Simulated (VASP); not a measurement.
# MgO in VASP: notebook

MgO is run at these levels: LDA; tasks: single point.

All numbers are computed with VASP 6.6.1; they aren't measurements. Logs are shortened: lines on timing, memory, paths and dates and some standing lists are left out, and cuts for length are marked.

### Step 1. The cell of the first run

Symmetry: P-4m2, No. 115, tetragonal system. The conventional cell has a = 5.523 Å, b = 5.523 Å, c = 5.523 Å, α = 90.00°, β = 90.00°, γ = 90.00°. Within 2.5 Å of Mg (site symmetry m) lie 4 O at 1.91 to 1.99 Å. Mg (site symmetry -4m2) has 4 O at 1.98 Å within 2.6 Å. Mg (site symmetry -4m2) has 4 O at 1.93 Å within 2.6 Å. O (site symmetry m) has 4 Mg at 1.93 to 1.98 Å within 2.6 Å. Within 2.5 Å of O (site symmetry -4m2) lie 4 Mg at 1.91 Å. O (site symmetry -4m2) has 4 Mg at 1.99 Å within 2.6 Å.

### Step 2. Single point, LDA (atoms displaced along a vibrational mode)

Input file INCAR:

```
SYSTEM = MgO
ALGO = Normal
EDIFF = 1E-6
ENCUT = 520
GGA = CA
ISIF = 2
ISMEAR = 0
LASPH = .True.
LCHARG = .False.
LREAL = .False.
LWAVE = .False.
NBANDS = 36
NELM = 60
PREC = Accurate
SIGMA = 0.05
```

Input file KPOINTS:

```
k-points
0
Gamma
  4 4 4
  0 0 0
```

Input file POSCAR:

```
MgO
1.0
    5.5230736673      0.0000000000      0.0000000000
    0.0000000000      5.5230736673      0.0000000000
    0.0000000000      0.0000000000      5.5230736673
Mg O
6 6
Direct
    0.2500000000     -0.0105557340      0.5000000000
    0.0000000000      0.5105557340      0.2500000000
    0.5000000000      0.7500000000      0.0000000000
    0.7500000000     -0.0105557340      0.5000000000
    0.0000000000      0.5105557340      0.7500000000
    0.5000000000      0.2500000000      0.0000000000
    0.2500000000      0.4936281215      0.0000000000
    0.5000000000      0.0063718785      0.2500000000
    0.0000000000      0.7500000000      0.5000000000
    0.7500000000      0.4936281215      0.0000000000
    0.5000000000      0.0063718785      0.7500000000
    0.0000000000      0.2500000000      0.5000000000
```

Potentials or basis: VASP PAW LDA potentials, release 64 (Mg, O).

Started as:

```console
$ cat potpaw_LDA.64/Mg/POTCAR potpaw_LDA.64/O/POTCAR > POTCAR
$ mpirun -np 1 vasp_std > vasp.out
```

OUTCAR:

```text
SYSTEM = MgO
   EDIFF = 1E-6
   ENCUT = 520
   GGA = CA
   ISIF = 2
   ISMEAR = 0
   LASPH = .True.
   LREAL = .False.
   NELM = 60
   PREC = Accurate

 ion  position               nearest neighbor table
   1  0.250  0.989  0.500-   9 1.91   8 1.95  11 1.95  12 1.99   4 2.76   4 2.76   5 3.29   2 3.29
                             3 3.36   3 3.36   6 3.41   6 3.41   2 3.48   5 3.48
   2  0.000  0.511  0.250-   9 1.91   7 1.95  10 1.95  12 1.99   5 2.76   5 2.76   1 3.29   4 3.29
                             3 3.36   3 3.36   6 3.41   6 3.41   1 3.48   4 3.48
   3  0.500  0.750  0.000-   7 1.98   8 1.98  10 1.98  11 1.98   6 2.76   6 2.76   4 3.36   5 3.36
                             1 3.36   1 3.36   4 3.36   2 3.36   2 3.36   5 3.36
   4  0.750  0.989  0.500-   9 1.91   8 1.95  11 1.95  12 1.99   1 2.76   1 2.76   5 3.29   2 3.29
                             3 3.36   3 3.36   6 3.41   6 3.41   2 3.48   5 3.48
   5  0.000  0.511  0.750-   9 1.91   7 1.95  10 1.95  12 1.99   2 2.76   2 2.76   4 3.29   1 3.29
                             3 3.36   3 3.36   6 3.41   6 3.41   1 3.48   4 3.48
   6  0.500  0.250  0.000-   7 1.93   8 1.93  10 1.93  11 1.93   3 2.76   3 2.76   1 3.41   4 3.41
                             5 3.41   1 3.41   4 3.41   2 3.41   2 3.41   5 3.41
   7  0.250  0.494  0.000-   6 1.93   5 1.95   2 1.95   3 1.98
   8  0.500  0.006  0.250-   6 1.93   4 1.95   1 1.95   3 1.98
   9  0.000  0.750  0.500-   1 1.91   2 1.91   4 1.91   5 1.91
  10  0.750  0.494  0.000-   6 1.93   5 1.95   2 1.95   3 1.98
  11  0.500  0.006  0.750-   6 1.93   4 1.95   1 1.95   3 1.98
  12  0.000  0.250  0.500-   1 1.99   2 1.99   4 1.99   5 1.99

  LATTYP: Found a simple cubic cell.
 ALAT       =     5.5230736673

  Lattice vectors:

 A1 = (   5.5230736673,   0.0000000000,   0.0000000000)
 A2 = (   0.0000000000,   5.5230736673,   0.0000000000)
 A3 = (   0.0000000000,   0.0000000000,   5.5230736673)

Analysis of symmetry for initial positions (statically):
=====================================================================
 Subroutine PRICEL returns:
 Original cell was already a primitive cell.

 Routine SETGRP: Setting up the symmetry group for a
 simple cubic supercell.

 Subroutine GETGRP returns: Found  8 space group operations
 (whereof  4 operations were pure point group operations)
 out of a pool of 48 trial point group operations.

The static configuration has the point symmetry C_2v.
 The point group associated with its full space group is D_2d.

Analysis of symmetry for dynamics (positions and initial velocities):
=====================================================================
 Subroutine PRICEL returns:
 Original cell was already a primitive cell.

 Routine SETGRP: Setting up the symmetry group for a
 simple cubic supercell.

 Subroutine GETGRP returns: Found  8 space group operations
 (whereof  4 operations were pure point group operations)
 out of a pool of 48 trial point group operations.

The dynamic configuration has the point symmetry C_2v.
 The point group associated with its full space group is D_2d.

 Subroutine INISYM returns: Found  8 space group operations
 (whereof  4 operations are pure point group operations),
 and found     1 'primitive' translations

----------------------------------------------------------------------------------------

                                     Primitive cell

  volume of cell :     168.4777

  direct lattice vectors                    reciprocal lattice vectors
     5.523073667  0.000000000  0.000000000     0.181058603  0.000000000  0.000000000
     0.000000000  5.523073667  0.000000000     0.000000000  0.181058603  0.000000000
     0.000000000  0.000000000  5.523073667     0.000000000  0.000000000  0.181058603

  length of vectors
     5.523073667  5.523073667  5.523073667     0.181058603  0.181058603  0.181058603

  position of ions in fractional coordinates (direct lattice)
     0.250000000  0.989444266  0.500000000
     0.000000000  0.510555734  0.250000000
     0.500000000  0.750000000  0.000000000
     0.750000000  0.989444266  0.500000000
     0.000000000  0.510555734  0.750000000
     0.500000000  0.250000000  0.000000000
     0.250000000  0.493628122  0.000000000
     0.500000000  0.006371878  0.250000000
     0.000000000  0.750000000  0.500000000
     0.750000000  0.493628122  0.000000000
     0.500000000  0.006371878  0.750000000
     0.000000000  0.250000000  0.500000000

[... 26 lines left out ...]
     0.045264651  0.000000000  0.000000000     0.250000000  0.000000000  0.000000000
     0.000000000  0.045264651  0.000000000     0.000000000  0.250000000  0.000000000
     0.000000000  0.000000000  0.045264651     0.000000000  0.000000000  0.250000000

  Length of vectors
     0.045264651  0.045264651  0.045264651

  Shift w.r.t. Gamma in fractional coordinates (k-lattice)
     0.000000000  0.000000000  0.000000000

 Subroutine IBZKPT returns following result:
 ===========================================

 Found     18 irreducible k-points:

 Following reciprocal coordinates:
            Coordinates               Weight
  0.000000  0.000000  0.000000      1.000000
  0.250000  0.000000  0.000000      4.000000
  0.000000  0.250000  0.000000      2.000000
  0.500000  0.000000  0.000000      2.000000
  0.000000  0.500000  0.000000      1.000000
  0.250000  0.250000  0.000000      8.000000
[... 10 lines left out ...]
  0.500000  0.250000  0.500000      2.000000
  0.500000  0.500000  0.500000      1.000000
   k-points           NKPTS =     18   k-points in BZ     NKDIM =     18   number of bands    NBANDS=     36
   number of dos      NEDOS =    301   number of ions     NIONS =     12
   total plane-waves  NPLWV =  74088
   dimension x,y,z NGX =    42 NGY =   42 NGZ =   42
   dimension x,y,z NGXF=    84 NGYF=   84 NGZF=   84
   ions per type =               6   6
   NGX,Y,Z   is equivalent  to a cutoff of  12.64, 12.64, 12.64 a.u.
   NGXF,Y,Z  is equivalent  to a cutoff of  25.28, 25.28, 25.28 a.u.
 SYSTEM =  MgO
   PREC   = accura    normal or accurate (medium, high low for compatibility)
   ISTART =      0    job   : 0-new  1-cont  2-samecut
   ICHARG =      2    charge: 1-file 2-atom 10-const
   ISPIN  =      1    spin polarized calculation?
   LNONCOLLINEAR =      F non collinear calculations
   LSORBIT =      F    spin-orbit coupling
   LASPH  =      T    aspherical Exc in radial PAW
   ENCUT  =  520.0 eV  38.22 Ry    6.18 a.u.  10.27 10.27 10.27*2*pi/ulx,y,z
   NELM   =     60;   NELMIN=  2; NELMDL= -5     # of ELM steps
   EDIFF  = 0.1E-05   stopping-criterion for ELM
   LREAL  =      F    real-space projection
   EDIFFG = 0.1E-04   stopping-criterion for IOM
   NSW    =      0    number of steps for IOM
   IBRION =     -1    ionic relax: 0-MD 1-quasi-New 2-CG
   NFREE  =      0    steps in history (QN), initial steepest desc. (CG)
   ISIF   =      2    stress and relaxation
   ISYM   =      2    0-nonsym 1-usesym 2-fastsym
   POTIM  = 0.5000    time-step for ionic-motion
   TEBEG  =    0.0;   TEEND  =   0.0 temperature during run
   PSTRESS=    0.0 pullay stress
   NELECT =      48.0000    total number of electrons
   NUPDOWN=      -1.0000    fix difference up-down
   EMIN   =  10.00;   EMAX   =-10.00  energy-range for DOS
   EFERMI =   0.00;   METHOD = LEGACY
   ISMEAR =     0;   SIGMA  =   0.05  broadening in eV -4-tet -1-fermi 0-gaus
   EFERMI_NEDOS =   21; number of points for ismear=-14 and -15
   IALGO  =     38    algorithm
   IMIX   =      4    mixing-type and parameters
     AMIX     =   0.40;   BMIX     =  1.00
     AMIX_MAG =   1.60;   BMIX_MAG =  1.00
  volume/ion in A,a.u.               =      14.04        94.75
  Fermi-wavevector in a.u.,A,eV,Ry     =   1.077228  2.035666 15.788483  1.160421
  Thomas-Fermi vector in A             =   2.213134
   LORBIT       =      0    0 simple, 1 ext, 2 COOP (PROOUT), +10 PAW based schemes
   GGA     = CA    functional components
   LHFCALC =     F    Hartree Fock is set to
   AEXX    =    0.0000 exact exchange contribution
   IVDW    =     0    specifies the selected vdW correction
   LEPSILON=     F    determine dielectric tensor
   LRPA    =     F    only Hartree local field effects (RPA)
 non-spin polarized calculation
 Gauss-broadening in eV      SIGMA  =   0.05
  energy-cutoff  :      520.00
  volume of cell :      168.48
 maximum number of plane-waves:      4632
 NGX is ok and might be reduce to    42
   NGX = 21   NGY = 21   NGZ = 21

 number of electron      47.9999993 magnetization

 Free energy of the ion-electron system (eV)
  ---------------------------------------------------
  ext. energy  EPLUGINS =         0.00000000
  ---------------------------------------------------
  free energy    TOTEN  =       -77.25067345 eV

  energy without entropy =      -77.25067345  energy(sigma->0) =      -77.25067345

 E-fermi :   0.1052     XC(G=0):  -9.1928

 val. band max:       -0.1816877407   @ k =   0.5000   0.0000   0.5000
 cond. band min:       2.6043685252   @ k =   0.0000   0.0000   0.0000
 fundamental gap:      2.7860562659
 Fermi energy:         0.1052154637

 k-point     1 :       0.0000    0.0000    0.0000
  band No.  band energies     occupation
      1     -16.2562      2.00000
      2     -15.8300      2.00000
      3     -15.6586      2.00000
      4     -15.1700      2.00000
      5     -15.1700      2.00000
      6     -14.9261      2.00000
[... 691 lines left out ...]
     35      11.7815      0.00000
     36      11.8985      0.00000

------------------------ aborting loop because EDIFF is reached ----------------------------------------

  FORCE on cell =-STRESS in cart. coord.  units (eV):
  Direction    XX          YY          ZZ          XY          YZ          ZX
  --------------------------------------------------------------------------------------
  -------------------------------------------------------------------------------------
  Total       -0.5719834     -0.7706233     -0.5719834      0.0000000      0.0000000      0.0000000
  in kB       -5.4394059     -7.3284180     -5.4394059      0.0000000      0.0000000      0.0000000
  external PRESSURE =      -6.0690766 kB  Pullay stress =       0.0000000 kB

 VOLUME and BASIS-vectors are now :
 -----------------------------------------------------------------------------
  energy-cutoff  :      520.00
  volume of cell :      168.48
      direct lattice vectors                 reciprocal lattice vectors
     5.523073667  0.000000000  0.000000000     0.181058603  0.000000000  0.000000000
     0.000000000  5.523073667  0.000000000     0.000000000  0.181058603  0.000000000
     0.000000000  0.000000000  5.523073667     0.000000000  0.000000000  0.181058603

 POSITION                                       TOTAL-FORCE (eV/Angst)
 -----------------------------------------------------------------------------------
      1.38077      5.46477      2.76154         0.083023      1.071293      0.000000
      0.00000      2.81984      1.38077        -0.000000     -1.071293     -0.083023
      2.76154      4.14231      0.00000        -0.000000     -0.000000      0.000000
      4.14231      5.46477      2.76154        -0.083023      1.071293      0.000000
      0.00000      2.81984      4.14231        -0.000000     -1.071293      0.083023
      2.76154      1.38077      0.00000        -0.000000     -0.000000      0.000000
      1.38077      2.72634      0.00000        -0.044237      0.721025      0.000000
      2.76154      0.03519      1.38077        -0.000000     -0.721025      0.044237
      0.00000      4.14231      2.76154        -0.000000     -0.000000      0.000000
      4.14231      2.72634      0.00000         0.044237      0.721025      0.000000
      2.76154      0.03519      4.14231        -0.000000     -0.721025     -0.044237
      0.00000      1.38077      2.76154        -0.000000     -0.000000      0.000000
 -----------------------------------------------------------------------------------
    total drift:                                0.000000      0.000000     -0.000000

  FREE ENERGIE OF THE ION-ELECTRON SYSTEM (eV)
  ---------------------------------------------------
  free  energy   TOTEN  =       -77.2506734542 eV

  energy  without entropy=      -77.2506734542  energy(sigma->0) =      -77.25067345
```

It took 2.5 min on 1 thread of Intel Xeon 8259CL, shared host; peak memory 0.26 GiB.

Results:

```yaml
Free_energy: -77.2507 eV
Pressure: -0.6 GPa
Largest_force: 1.075 eV/Å
Band_gap_on_the_k_mesh: 2.79 eV (least direct gap 2.79 eV)
```

Forces on the atoms (eV/Å):
```
Mg   0.083  1.071  0.000
Mg   0.000 -1.071 -0.083
Mg   0.000  0.000  0.000
Mg  -0.083  1.071  0.000
Mg   0.000 -1.071  0.083
Mg   0.000  0.000  0.000
O   -0.044  0.721  0.000
O    0.000 -0.721  0.044
O    0.000  0.000  0.000
O    0.044  0.721  0.000
O    0.000 -0.721 -0.044
O    0.000  0.000  0.000
```

Caveat: the cell differs from its parent crystal (atoms displaced along a vibrational mode); forces of over 1 eV/Å act on the atoms, so gaps and moduli don't describe the material at rest.

### Step 3. Single point, LDA (atoms displaced along a vibrational mode)

Changes to INCAR since step 2:

```diff
@@ -4,3 +4,2 @@
 ENCUT = 520
-GGA = CA
 ISIF = 2
```

KPOINTS is that of step 2.

Input file POSCAR:

```
MgO
1.0
    5.5230736673      0.0000000000      0.0000000000
    0.0000000000      5.5230736673      0.0000000000
    0.0000000000      0.0000000000      5.5230736673
Mg O
6 6
Direct
    0.2500000000     -0.0104289755      0.5000000000
    0.0000000000      0.5104289755      0.2500000000
    0.5000000000      0.7500000000      0.0000000000
    0.7500000000     -0.0104289755      0.5000000000
    0.0000000000      0.5104289755      0.7500000000
    0.5000000000      0.2500000000      0.0000000000
    0.2500000000      0.5081141940      0.0000000000
    0.5000000000     -0.0081141940      0.2500000000
    0.0000000000      0.7500000000      0.5000000000
    0.7500000000      0.5081141940      0.0000000000
    0.5000000000     -0.0081141940      0.7500000000
    0.0000000000      0.2500000000      0.5000000000
```

Potentials or basis: VASP PAW LDA potentials, release 64 (Mg, O).

Started as:

```console
$ cat potpaw_LDA.64/Mg/POTCAR potpaw_LDA.64/O/POTCAR > POTCAR
$ mpirun -np 1 vasp_std > vasp.out
```

Run time: 2.2 min. Hardware: 1 thread of Intel Xeon 8259CL, shared host; peak memory 0.25 GiB.

It converged, with:

| Quantity | Value |
| --- | --- |
| Free energy | -77.3083 eV |
| Pressure | -0.5 GPa |
| Largest force | 0.735 eV/Å |
| Band gap on the k mesh | 2.83 eV |

Forces on the atoms (eV/Å):
```
Mg   0.070  0.732  0.000
Mg   0.000 -0.732 -0.070
Mg   0.000  0.000  0.000
Mg  -0.070  0.732  0.000
Mg   0.000 -0.732  0.070
Mg   0.000  0.000  0.000
O   -0.039 -0.377  0.000
O    0.000  0.377  0.039
O    0.000  0.000  0.000
O    0.039 -0.377  0.000
O    0.000  0.377 -0.039
O    0.000  0.000  0.000
```

Levels at points of the mesh, in eV from the valence-band top:
```
           k point  band 22  band 23  band 24  band 25  band 26  band 27
(0.00, 0.00, 0.00)    -0.02    -0.02     0.00     2.83     5.81     8.00
(0.50, 0.00, 0.00)    -0.57    -0.02     0.00     4.76     4.77     7.57
(0.00, 0.50, 0.00)    -0.62    -0.02    -0.02     4.73     4.81     7.46
(0.50, 0.50, 0.00)    -0.65    -0.41    -0.02     5.72     5.73     5.77
(0.50, 0.00, 0.50)    -0.53    -0.51     0.00     5.73     5.73     5.75
(0.50, 0.50, 0.50)    -0.89    -0.75    -0.75     6.27     6.27     7.41
```

Caveat: the cell differs from its parent crystal (atoms displaced along a vibrational mode).

### Step 4. Single point, LDA (atoms displaced along a vibrational mode)

Input file INCAR:

```
SYSTEM = MgO
PREC = Accurate ; ENCUT = 520
EDIFF = 1E-6 ; ISMEAR = 0
SIGMA = 0.05 ; LREAL = .FALSE.
LASPH = .TRUE. ; NELM = 100
ALGO = Normal ; ISIF = 2
LWAVE = .FALSE. ; LCHARG = .TRUE.
GGA = CA ; LELF = .TRUE.
LVHAR = .TRUE. ; NBANDS = 36
```

Input file KPOINTS:

```
Automatic mesh
0
G
  4 4 4
  0 0 0
```

Input file POSCAR:

```
MgO
1.0
    5.5230736673      0.0000000000      0.0000000000
    0.0000000000      5.5230736673      0.0000000000
    0.0000000000      0.0000000000      5.5230736673
Mg O
6 6
Direct
    0.2500000000     -0.0053412462      0.5000000000
    0.0000000000      0.5053412462      0.2500000000
    0.5000000000      0.7500000000      0.0000000000
    0.7500000000     -0.0053412462      0.5000000000
    0.0000000000      0.5053412462      0.7500000000
    0.5000000000      0.2500000000      0.0000000000
    0.2500000000      0.4895710245      0.0000000000
    0.5000000000      0.0104289755      0.2500000000
    0.0000000000      0.7500000000      0.5000000000
    0.7500000000      0.4895710245      0.0000000000
    0.5000000000      0.0104289755      0.7500000000
    0.0000000000      0.2500000000      0.5000000000
```

Started as:

```console
$ cat potpaw_LDA.64/Mg/POTCAR potpaw_LDA.64/O/POTCAR > POTCAR
$ mpirun -np 1 vasp_std > vasp.out
```

Wall time 2.4 min (1 thread of Intel Xeon 8259CL, shared host); peak memory 0.26 GiB.

The run converged. Its results:

- Free energy: -77.2799 eV
- Pressure: -0.6 GPa
- Largest force: 0.914 eV/Å
- Band gap on the k mesh: 2.81 eV

Forces in eV/Å, atoms in the order of the input:
```
Mg   0.030  0.705  0.000
Mg   0.000 -0.705 -0.030
Mg   0.000  0.000  0.000
Mg  -0.030  0.705  0.000
Mg   0.000 -0.705  0.030
Mg   0.000  0.000  0.000
O   -0.081  0.910  0.000
O    0.000 -0.910  0.081
O    0.000  0.000  0.000
O    0.081  0.910  0.000
O    0.000 -0.910 -0.081
O    0.000  0.000  0.000
```

Stress tensor (GPa, compression positive):
```
-0.57  0.00  0.00
 0.00 -0.73  0.00
 0.00  0.00 -0.57
```

Levels at points of the mesh, in eV from the valence-band top:
```tsv
k point	band 22	band 23	band 24	band 25	band 26	band 27
(0.00, 0.00, 0.00)	-0.01	-0.01	0.00	2.81	5.78	7.94
(0.50, 0.00, 0.00)	-0.53	-0.01	0.00	4.72	4.74	7.57
(0.00, 0.50, 0.00)	-0.60	-0.01	-0.01	4.59	4.91	7.39
(0.50, 0.50, 0.00)	-0.64	-0.40	-0.01	5.43	5.67	6.05
(0.50, 0.00, 0.50)	-0.54	-0.51	0.00	5.68	5.68	5.71
(0.50, 0.50, 0.50)	-0.88	-0.72	-0.72	6.18	6.18	7.14
```

Caveat: the cell differs from its parent crystal (atoms displaced along a vibrational mode).

(Part 1 of 2 ends here.)
